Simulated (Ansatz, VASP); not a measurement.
**Pd in VASP and in Ansatz**

Contents of INCAR:

```
PREC = Accurate ; ENCUT = 600
EDIFF = 1E-6 ; ISMEAR = -1
SIGMA = 0.15 ; LREAL = False
LASPH = True ; NELM = 60
ALGO = Fast ; ISIF = 3
LWAVE = False ; LCHARG = False
IBRION = 2 ; NSW = 80
EDIFFG = -0.001
```

Contents of KPOINTS:

```
Automatic mesh
0
Gamma
  26 26 26
```

The input POSCAR:

```
Pd
1.0
    0.0000000000      1.9193557134      1.9193557134
    1.9193557134      0.0000000000      1.9193557134
    1.9193557134      1.9193557134      0.0000000000
Pd
1
Direct
    0.0000000000      0.0000000000      0.0000000000
```

Input for Ansatz:

```yaml
crystal:
  lattice:
    - [0.0, 1.9193557133, 1.9193557133]
    - [1.9193557133, 0.0, 1.9193557133]
    - [1.9193557133, 1.9193557133, 0.0]
  atoms:
    - { symbol: Pd, position: [0.0, 0.0, 0.0] }
basis:
  ecutwfc: 420
kpoints:
  mp_grid: { grid: [26, 26, 26] }
hamiltonian:
  xc: lda
  pseudopotentials: { kind: paw, azcp: { folder: soft_1 } }
scf:
  occupations: { method: fermi_dirac, width: 0.15 }
output:
  forces: true
  stress: true
  eigenvalues: true
relax:
  adjacent_minimum: "off"
  f_tol: 0.001
  max_steps: 60
  cell: { stress_tol: 0.01 }
```

Alike in both runs: task relaxation of cell and atoms; functional LDA; k mesh 26 × 26 × 26; occupations fermi-dirac, width 0.15 eV; no spin polarisation.

```csv
,VASP,Ansatz
version,VASP 6.6.1,Ansatz 0.2.0
potentials or method,"VASP PAW LDA potentials, release 64 (Pd), cutoff 600 eV","scalar-relativistic, plane waves, PAW"
valence electrons in the cell,10,18
```

Ansatz gave:

```
gap on the k mesh at the Fermi level, each at its own relaxed structure (eV) : none
relaxed volume (Å³/atom)                                                     : 14.19
relaxed cell length with the largest relative difference (Å)                 : 2.718
```

**Question.** Which values does VASP return?

**Answer.** gap on the k mesh at the Fermi level, each at its own relaxed structure (eV): none; relaxed volume (Å³/atom): 14.21; relaxed cell length with the largest relative difference (Å): 2.719.

Ansatz warns that its potentials were made for another functional, while VASP's fit it. LDA's correlation is that of Perdew and Zunger in VASP and of Perdew and Wang (1992) in Ansatz. A gap of «none» marks a metal or a gap that the smearing closes. VASP's potentials hold 10 valence electrons a cell and Ansatz's 18, so a difference there can come from the potentials and not from the codes.
